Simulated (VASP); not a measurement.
The system is Sn2Sb3Te.

```xyz
6
Lattice="4.5185 0.0000 0.0000 0.0000 4.5185 0.0000 0.0000 0.0000 10.6045" Properties=species:S:1:pos:R:3 pbc="T T T"
Sn    2.2592    0.0000    6.0487
Sn    0.0000    2.2592    6.0487
Sb    2.2592    2.2592    3.5216
Sb    0.0000    0.0000    3.2739
Sb    0.0000    0.0000   10.5376
Te    2.2592    2.2592    8.4383
```

The cell was generated, and may not be a known phase.

| Property | Result |
| --- | --- |
| Program | VASP 6.6.1 |
| Task | relaxation of cell and atoms |
| Functional | PBE |
| Potentials or basis | VASP PAW PBE potentials, release 64 (Sn_d, Sb, Te) |
| Cutoff | 600 eV |
| k mesh | 4 × 4 × 2 |
| Occupations | gaussian, width 0.2 eV |
| Spin | no spin polarisation |

At the start: pressure -2.9 GPa; volume 36.08 Å³/atom.

Problem. How do energy, volume and symmetry change on relaxing?

Solution. Over 32 steps the energy falls by 227.1 meV/atom and the volume is 29.38 Å³/atom (-18.6 %); space group P4mm (No. 99, to 0.1 Å) before and after.

Step by step:
```tsv
step	energy change (eV)	largest force (eV/Å)	pressure (GPa)	volume (Å³)
1	0.0000	1.1849	-2.92	216.51
2	-0.2981	1.3932	0.35	196.53
3	-0.3052	1.4077	1.09	193.21
4	-0.4968	0.9720	1.26	191.07
5	-0.5602	1.3213	2.28	187.96
6	-0.5785	0.8385	1.75	189.20
7	-0.6619	0.3602	-1.15	200.24
8	-0.6646	0.4239	-0.75	198.46
9	-0.7115	0.4154	-0.66	196.81
10	-0.8257	0.5337	-0.21	191.90
11	-0.9466	0.7540	1.58	182.32
12	-0.9731	0.6452	1.31	183.04
13	-1.0332	0.3924	0.56	185.20
14	-1.0660	0.2571	-0.75	189.55
15	-1.0712	0.3074	-0.38	188.21
16	-1.0944	0.2748	-0.47	187.89
17	-1.1465	0.2318	-0.73	186.91
18	-1.1412	0.3747	-1.15	184.77
19	-1.1578	0.3245	-0.98	185.71
20	-1.1883	0.4494	0.39	179.33
21	-1.1884	0.4583	0.49	178.91
22	-1.2185	0.4052	0.30	178.77
23	-1.2808	0.4165	0.08	178.09
24	-0.9433	0.4971	1.33	175.53
25	-1.2823	0.4547	0.11	177.84
26	-1.3165	0.3600	-0.39	178.88
27	-1.3216	0.3122	-0.65	179.47
28	-1.3410	0.2177	0.75	174.40
29	-1.3421	0.2367	0.47	175.33
30	-1.3572	0.1443	0.04	176.67
31	-1.3591	0.1307	-0.20	177.47
32	-1.3626	0.0501	0.18	176.29
```

Final structure:
```yaml
crystal:
  lattice:
    - [4.48531, 0.00000, 0.00000]
    - [0.00000, 4.48531, 0.00000]
    - [0.00000, 0.00000, 8.76274]
  atoms:
    - { symbol: Sn, position: [0.50000, 0.00000, 0.58846] }
    - { symbol: Sn, position: [0.00000, 0.50000, 0.58846] }
    - { symbol: Sb, position: [0.50000, 0.50000, 0.28121] }
    - { symbol: Sb, position: [0.00000, 0.00000, 0.26725] }
    - { symbol: Sb, position: [0.00000, 0.00000, 0.92387] }
    - { symbol: Te, position: [0.50000, 0.50000, 0.92178] }
```

Caveat: the volume moved by over 15 % at a fixed basis, so the end points are rough; an odd number of electrons without spin polarisation forces a metal; a magnetic or distorted state may lie lower; the relaxation stopped at a loose force limit of 0.08 eV/Å, so its end isn't a converged minimum.
